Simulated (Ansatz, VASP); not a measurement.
**Two plane-wave programs on Ti4C**

```
Ti C
1.0
     4.93931    0.00000    0.00000
    -2.46965    4.27757    0.00000
     0.00000    0.00000    3.91906
Ti C
4 1
Cartesian
  2.4697 0.0000 1.9595
  -1.2348 2.1388 1.9595
  1.2348 2.1388 1.9595
  0.0000 0.0000 0.0000
  0.0000 0.0000 1.9595
```

Alike in both runs: functional PBE; k mesh 12 × 12 × 10; occupations gaussian, width 0.1 eV; no spin polarisation.

Ansatz relaxed the structure, and its values are those at the end. VASP's run is a single point on that final structure, the one shown.

|  | VASP | Ansatz |
| --- | --- | --- |
| version | VASP 6.6.1 | Ansatz 0.2.0 |
| potentials or method | VASP PAW PBE potentials, release 64 (Ti_sv, C), cutoff 520 eV | scalar-relativistic, plane waves, PAW |
| valence electrons in the cell | 52 | 52 |

```csv
,VASP,Ansatz,Ansatz less VASP
gap on the k mesh at the Fermi level (eV),none,none,-
pressure (GPa),0.0,0.0,-0.01
```

A gap of «none» marks a metal or a gap that the smearing closes.
